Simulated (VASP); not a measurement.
The system is Sc3W.

```
CELL_PARAMETERS angstrom
5.84864 0.00000 0.00000
-2.92432 5.06507 0.00000
0.00000 0.00000 4.65752
ATOMIC_POSITIONS crystal
Sc 0.16647 0.33294 0.25000
Sc 0.66706 0.83353 0.25000
Sc 0.16647 0.83353 0.25000
Sc 0.83353 0.66706 0.75000
Sc 0.33294 0.16647 0.75000
Sc 0.83353 0.16647 0.75000
W 0.33333 0.66667 0.75000
W 0.66667 0.33333 0.25000
```

The cell was built from a structure type or drawn by symmetry, and may not be a known phase.

* Program: VASP 6.6.1
* Task: relaxation of cell and atoms
* Functional: PBE
* Potentials or basis: VASP PAW PBE potentials, release 64 (Sc_sv, W_sv)
* Cutoff: 600 eV
* k mesh: 3 × 3 × 4
* Occupations: gaussian, width 0.1 eV
* Spin: no spin polarisation

At the start: pressure 23.1 GPa; volume 17.25 Å³/atom.

Question: Where does the relaxation end?

Answer: Over 6 steps the energy falls by 227.8 meV/atom and the volume is 20.71 Å³/atom (+20.1 %); space group P6_3/mmc (No. 194, to 0.1 Å) before and after.

The path:
```csv
step,energy change (eV),largest force (eV/Å),pressure (GPa),volume (Å³)
1,0.0000,0.6018,23.06,137.97
2,-0.7668,0.2558,-10.64,193.71
3,-1.7981,0.3257,-0.45,166.59
4,-1.7986,0.3290,-0.13,165.98
5,-1.8189,0.1247,0.03,165.81
6,-1.8225,0.0052,0.17,165.70
```

Final structure:
```cif
data_structure
_symmetry_space_group_name_H-M 'P 1'
_symmetry_Int_Tables_number 1
_cell_length_a 6.2145
_cell_length_b 6.2145
_cell_length_c 4.9541
_cell_angle_alpha 90.000
_cell_angle_beta 90.000
_cell_angle_gamma 120.000
_cell_volume 165.70
loop_
_atom_site_label
_atom_site_type_symbol
_atom_site_fract_x
_atom_site_fract_y
_atom_site_fract_z
_atom_site_occupancy
Sc1 Sc 0.17037 0.34073 0.25000 1
Sc2 Sc 0.65927 0.82963 0.25000 1
Sc3 Sc 0.17037 0.82963 0.25000 1
Sc4 Sc 0.82963 0.65927 0.75000 1
Sc5 Sc 0.34073 0.17037 0.75000 1
Sc6 Sc 0.82963 0.17037 0.75000 1
W1 W 0.33333 0.66667 0.75000 1
W2 W 0.66667 0.33333 0.25000 1
```

Caveat: the k points lie up to 0.39 Å⁻¹ apart in the final cell, too coarse for converged energies and pressures of a metal; the volume moved by over 15 % at a fixed basis, so the end points are rough.
